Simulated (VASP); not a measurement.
A run of VASP 6.6.1 is set up as follows.

The input INCAR:

```
SYSTEM = C
ALGO     = Normal         ! electronic algorithm
EDIFF    = 1E-6           ! SCF threshold, eV
ENCUT    = 520            ! plane-wave cutoff, eV
GGA      = PE             ! functional
ISIF     = 2              ! what is computed and relaxed
ISMEAR   = 0              ! smearing method
LASPH    = .True.         ! aspherical terms in the spheres
LCHARG   = .False.        ! write CHGCAR
LREAL    = .False.        ! projectors in reciprocal space
LWAVE    = .False.        ! write WAVECAR
NBANDS   = 26             ! bands
NELM     = 100            ! most SCF steps
PREC     = Accurate       ! precision mode
SIGMA    = 0.05           ! smearing width, eV
```

KPOINTS

```
k-points
0
Gamma
  12 12 4
  0 0 0
```

POSCAR

```
C
1.0
    2.5220988435      0.0000000000      0.0000000000
   -1.2610494217      2.1842016693      0.0000000000
    0.0000000000      0.0000000000      8.2371000000
C
8
Direct
    0.0000000000      0.0000000000      0.0937500000
    0.0000000000      0.0000000000      0.5937500000
    0.0000000000      0.0000000000      0.4062500000
    0.0000000000      0.0000000000      0.9062500000
    0.3621027724      0.7242055448      0.1616442698
    0.6666666667      0.3333333333      0.6562500000
    0.3333333333      0.6666666667      0.3437500000
    0.6666666667      0.3333333333      0.8437500000
```

Potentials or basis: VASP PAW PBE potentials, release 64 (C).

The run is started by

```sh
$ cat potpaw_PBE.64/C/POTCAR > POTCAR
$ mpirun -np 1 vasp_std > vasp.out
```

Q: Estimate the band gap on the k mesh.

A: 3.31 eV (least direct gap 3.45 eV).

Q: Estimate the pressure.

A: 4.3 GPa.

Q: What does it give for the largest force?

A: 4.161 eV/Å.

Forces on the atoms (eV/Å):
```
C    0.000  2.809  0.270
C    0.000  0.088 -0.340
C    0.000 -0.022  0.609
C    0.000  0.068  0.568
C    0.000 -3.599 -2.089
C    0.000 -0.003 -0.312
C    0.000  0.708  0.939
C    0.000 -0.049  0.356
```

Caveat: the cell differs from its parent crystal (atom 5 (C) moved -0.133 Å towards its neighbour atom 1 (C) at 1.544 Å); the stress differs along the axes, from -0 to 13 GPa; forces of over 1 eV/Å act on the atoms, so gaps and moduli don't describe the material at rest. A k mesh can miss the band edges.
